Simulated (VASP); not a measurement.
The system is AlFe.

```xyz
2
Lattice="2.9100 0.0000 0.0000 0.0000 2.9100 0.0000 0.0000 0.0000 2.9100" Properties=species:S:1:pos:R:3 pbc="T T T"
Fe    1.4550    1.4550    1.4550
Al    0.0000    0.0000    0.0000
```

```yaml
Program: VASP 6.6.1
Task: relaxation of cell and atoms
Functional: revPBE
Dispersion: D3(BJ)
Potentials_or_basis: VASP PAW PBE potentials, release 64 (Fe, Al)
Cutoff: 600 eV
k_mesh: 9 × 9 × 9
Occupations: fermi-dirac, width 0.05 eV
Spin: collinear spin, ferromagnetic start
Starting_moments: "[3.0, 0.0] μB"
```

At the start: pressure -13.5 GPa; volume 12.32 Å³/atom.

Q: Where does the relaxation end?

A: Over 6 steps the energy falls by 45.0 meV/atom and the volume is 11.33 Å³/atom (-8.0 %); space group Pm-3m (No. 221, to 0.1 Å) before and after; moment 0.60 μB per cell.

The path:
| step | energy change (eV) | largest force (eV/Å) | pressure (GPa) | volume (Å³) |
| --- | --- | --- | --- | --- |
| 1 | 0.0000 | 0.0000 | -13.54 | 24.64 |
| 2 | -0.0169 | 0.0000 | 16.01 | 21.11 |
| 3 | -0.0900 | 0.0000 | -0.15 | 22.69 |
| 4 | -0.0900 | 0.0000 | 0.19 | 22.65 |
| 5 | -0.0900 | 0.0000 | -0.18 | 22.69 |
| 6 | -0.0900 | 0.0000 | 0.02 | 22.67 |

Final structure:
```cif
data_structure
_symmetry_space_group_name_H-M 'P 1'
_symmetry_Int_Tables_number 1
_cell_length_a 2.8300
_cell_length_b 2.8300
_cell_length_c 2.8300
_cell_angle_alpha 90.000
_cell_angle_beta 90.000
_cell_angle_gamma 90.000
_cell_volume 22.67
loop_
_atom_site_label
_atom_site_type_symbol
_atom_site_fract_x
_atom_site_fract_y
_atom_site_fract_z
_atom_site_occupancy
Fe1 Fe 0.50000 0.50000 0.50000 1
Al1 Al 0.00000 0.00000 0.00000 1
```

Caveat: the PAW data sets were made with another functional, which shifts forces and pressure a little.
